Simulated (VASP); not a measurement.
# SnO2 (Amm2) in VASP: a series of runs, part 2 of 2

VASP 6.6.1.

### Step 3. Single point, PBE

File INCAR:

```
PREC = Accurate ; ENCUT = 520
EDIFF = 1E-6 ; ISMEAR = 0
SIGMA = 0.05 ; LREAL = F
LASPH = T ; NELM = 80
ALGO = Normal ; ISIF = 2
LWAVE = F ; LCHARG = T
GGA = PE ; LELF = T
LVHAR = T ; NBANDS = 35
```

File KPOINTS:

```
regular mesh
0
Gamma
  6 6 8
```

File POSCAR:

```
SnO2
1.0
    4.8277049966      0.0000000000      0.0000000000
    0.0000000000      4.8277049966      0.0000000000
    0.0000000000      0.0000000000      3.2379909407
Sn O
2 4
Direct
    0.0000000000      0.0000000000      0.0000000000
    0.5000000000      0.5000000000      0.5000000000
    0.3615307798      0.3615307798      0.0000000000
    0.2483206064      0.8615307798      0.5000000000
    0.7483206064      0.7483206064      0.0000000000
    0.8615307798      0.2483206064      0.5000000000
```

Potentials or basis: VASP PAW PBE potentials, release 64 (Sn_d, O).

On the command line:

```sh
cat potpaw_PBE.64/Sn_d/POTCAR potpaw_PBE.64/O/POTCAR > POTCAR
mpirun -np 1 vasp_std > vasp.out
```

OUTCAR:

```text
PREC = Accurate
   ENCUT = 520
   EDIFF = 1E-6
   ISMEAR = 0
   LREAL = F
   LASPH = T
   NELM = 80
   ISIF = 2
   GGA = PE

 ion  position               nearest neighbor table
   1  0.000  0.000  0.000-   5 1.72   4 2.12   6 2.12   4 2.12   6 2.12   3 2.47
   2  0.500  0.500  0.500-   3 1.87   3 1.87   6 2.13   4 2.13   5 2.34   5 2.34
   3  0.362  0.362  0.000-   2 1.87   2 1.87   1 2.47
   4  0.248  0.862  0.500-   1 2.12   1 2.12   2 2.13
   5  0.748  0.748  0.000-   1 1.72   2 2.34   2 2.34
   6  0.862  0.248  0.500-   1 2.12   1 2.12   2 2.13

  LATTYP: Found a simple tetragonal cell.
 ALAT       =     4.8277049966
 C/A-ratio  =     0.6707101911

  Lattice vectors:

 A1 = (   4.8277049966,   0.0000000000,   0.0000000000)
 A2 = (   0.0000000000,   4.8277049966,   0.0000000000)
 A3 = (   0.0000000000,   0.0000000000,   3.2379909407)

Analysis of symmetry for initial positions (statically):
=====================================================================
 Subroutine PRICEL returns:
 Original cell was already a primitive cell.

 Routine SETGRP: Setting up the symmetry group for a
 simple tetragonal supercell.

 Subroutine GETGRP returns: Found  4 space group operations
 (whereof  4 operations were pure point group operations)
 out of a pool of 16 trial point group operations.

The static configuration has the point symmetry C_2v.

Analysis of symmetry for dynamics (positions and initial velocities):
=====================================================================
 Subroutine PRICEL returns:
 Original cell was already a primitive cell.

 Routine SETGRP: Setting up the symmetry group for a
 simple tetragonal supercell.

 Subroutine GETGRP returns: Found  4 space group operations
 (whereof  4 operations were pure point group operations)
 out of a pool of 16 trial point group operations.

The dynamic configuration has the point symmetry C_2v.
[... 121 lines left out ...]
   EFERMI =   0.00;   METHOD = LEGACY
   ISMEAR =     0;   SIGMA  =   0.05  broadening in eV -4-tet -1-fermi 0-gaus
   EFERMI_NEDOS =   21; number of points for ismear=-14 and -15
   IALGO  =     38    algorithm
   IMIX   =      4    mixing-type and parameters
     AMIX     =   0.40;   BMIX     =  1.00
     AMIX_MAG =   1.60;   BMIX_MAG =  1.00
  volume/ion in A,a.u.               =      12.58        84.88
  Fermi-wavevector in a.u.,A,eV,Ry     =   1.445962  2.732472 28.447149  2.090806
  Thomas-Fermi vector in A             =   2.564085
   LORBIT       =      0    0 simple, 1 ext, 2 COOP (PROOUT), +10 PAW based schemes
   GGA     = PE    functional components
   LHFCALC =     F    Hartree Fock is set to
   AEXX    =    0.0000 exact exchange contribution
   IVDW    =     0    specifies the selected vdW correction
   LEPSILON=     F    determine dielectric tensor
   LRPA    =     F    only Hartree local field effects (RPA)
 non-spin polarized calculation
 Gauss-broadening in eV      SIGMA  =   0.05
  energy-cutoff  :      520.00
  volume of cell :       75.47
 maximum number of plane-waves:      2068
   NGX = 17   NGY = 17   NGZ = 13

 number of electron      52.0000002 magnetization

 Free energy of the ion-electron system (eV)
  ---------------------------------------------------
  ext. energy  EPLUGINS =         0.00000000
  ---------------------------------------------------
  free energy    TOTEN  =       -35.09901519 eV

  energy without entropy =      -35.09901519  energy(sigma->0) =      -35.09901519

 E-fermi :   5.7040     XC(G=0): -10.9580

 val. band max:        5.4199161427   @ k =   0.0000   0.0000   0.0000
 cond. band min:       6.2928930810   @ k =   0.0000   0.0000   0.0000
 fundamental gap:      0.8729769383
 Fermi energy:         5.7039593633

 k-point     1 :       0.0000    0.0000    0.0000
  band No.  band energies     occupation
      1     -16.0562      2.00000
      2     -15.6143      2.00000
      3     -14.9556      2.00000
      4     -14.8390      2.00000
      5     -14.7423      2.00000
      6     -14.5687      2.00000
[... 901 lines left out ...]
     34      17.7133      0.00000
     35      18.0276      0.00000

 [... further k-points ...]
[... 5 lines left out ...]
  --------------------------------------------------------------------------------------
  -------------------------------------------------------------------------------------
  Total        7.2104141      7.2104141      6.6964932      9.1662176      0.0000000      0.0000000
  in kB      153.0783290    153.0783290    142.1676999    194.6003725      0.0000000      0.0000000
  external PRESSURE =     149.4414526 kB  Pullay stress =       0.0000000 kB

 VOLUME and BASIS-vectors are now :
 -----------------------------------------------------------------------------
  energy-cutoff  :      520.00
  volume of cell :       75.47
      direct lattice vectors                 reciprocal lattice vectors
     4.827704997  0.000000000  0.000000000     0.207137760  0.000000000  0.000000000
     0.000000000  4.827704997  0.000000000     0.000000000  0.207137760  0.000000000
     0.000000000  0.000000000  3.237990941     0.000000000  0.000000000  0.308833477

 POSITION                                       TOTAL-FORCE (eV/Angst)
 -----------------------------------------------------------------------------------
      0.00000      0.00000      0.00000         6.511056      6.511056      0.000000
      2.41385      2.41385      1.61900         3.570606      3.570606      0.000000
      1.74536      1.74536      0.00000        -2.792319     -2.792319      0.000000
      1.19882      4.15922      1.61900         0.040125     -0.202213      0.000000
      3.61267      3.61267      0.00000        -7.127255     -7.127255      0.000000
      4.15922      1.19882      1.61900        -0.202213      0.040125      0.000000
 -----------------------------------------------------------------------------------
    total drift:                                0.000036      0.000036     -0.000003

  FREE ENERGIE OF THE ION-ELECTRON SYSTEM (eV)
  ---------------------------------------------------
  free  energy   TOTEN  =       -35.0990151854 eV

  energy  without entropy=      -35.0990151854  energy(sigma->0) =      -35.09901519
```

OSZICAR:

```text
N       E                     dE             d eps       ncg     rms          rms(c)
DAV:   1     0.634971376494E+03    0.63497E+03   -0.25477E+04  5049   0.228E+03
DAV:   2     0.565555727802E+02   -0.57842E+03   -0.54597E+03  4934   0.602E+02
DAV:   3    -0.370576322625E+02   -0.93613E+02   -0.91842E+02  4985   0.206E+02
DAV:   4    -0.417649502537E+02   -0.47073E+01   -0.46743E+01  5679   0.502E+01
DAV:   5    -0.418916367257E+02   -0.12669E+00   -0.12652E+00  5736   0.859E+00    0.169E+01
DAV:   6    -0.349959726066E+02    0.68957E+01   -0.18902E+01  7395   0.707E+01    0.639E+00
DAV:   7    -0.351475411601E+02   -0.15157E+00   -0.27607E+00  5017   0.943E+00    0.347E+00
DAV:   8    -0.351097836168E+02    0.37758E-01   -0.23517E-01  6543   0.512E+00    0.104E+00
DAV:   9    -0.350980545500E+02    0.11729E-01   -0.38120E-02  7222   0.296E+00    0.222E-01
DAV:  10    -0.350986720260E+02   -0.61748E-03   -0.12308E-02  6984   0.980E-01    0.145E-01
DAV:  11    -0.350989361051E+02   -0.26408E-03   -0.14312E-03  6752   0.353E-01    0.550E-02
DAV:  12    -0.350990107195E+02   -0.74614E-04   -0.13771E-04  5608   0.100E-01    0.143E-02
DAV:  13    -0.350990152118E+02   -0.44923E-05   -0.18679E-05  6096   0.401E-02    0.573E-03
DAV:  14    -0.350990151854E+02    0.26381E-07   -0.19734E-06  4343   0.110E-02
   1 F= -.35099015E+02 E0= -.35099015E+02  d E =-.944834E-18
```

stdout:

```text
POSCAR found type information on POSCAR SnO
 POSCAR found :  2 types and       6 ions
 scaLAPACK will be used
 LDA part: xc-table for (Slater+PW92), standard interpolation
 POSCAR, INCAR and KPOINTS ok, starting setup
 FFT: planning ... GRIDC
 FFT: planning ... GRID_SOFT
 FFT: planning ... GRID
 WAVECAR not read
 entering main loop
```

Wall time 4.4 min (1 thread of Intel Xeon 8259CL, shared host); peak memory 0.27 GiB.

What came out:

* Free energy: -35.0990 eV
* Pressure: 14.9 GPa
* Largest force: 10.079 eV/Å
* Band gap on the k mesh: 0.87 eV

Forces on the atoms (eV/Å):
```
Sn   6.511  6.511  0.000
Sn   3.571  3.571  0.000
O   -2.792 -2.792  0.000
O    0.040 -0.202  0.000
O   -7.127 -7.127  0.000
O   -0.202  0.040  0.000
```

Caveat: the cell differs from its parent crystal (all O atoms moved +0.375 Å, as atom 3 towards its neighbour atom 5 (O) at 2.641 Å); the cell stands under pressure; spin-orbit coupling is left out, which moves the levels of the heavy elements; forces of over 1 eV/Å act on the atoms, so gaps and moduli don't describe the material at rest.
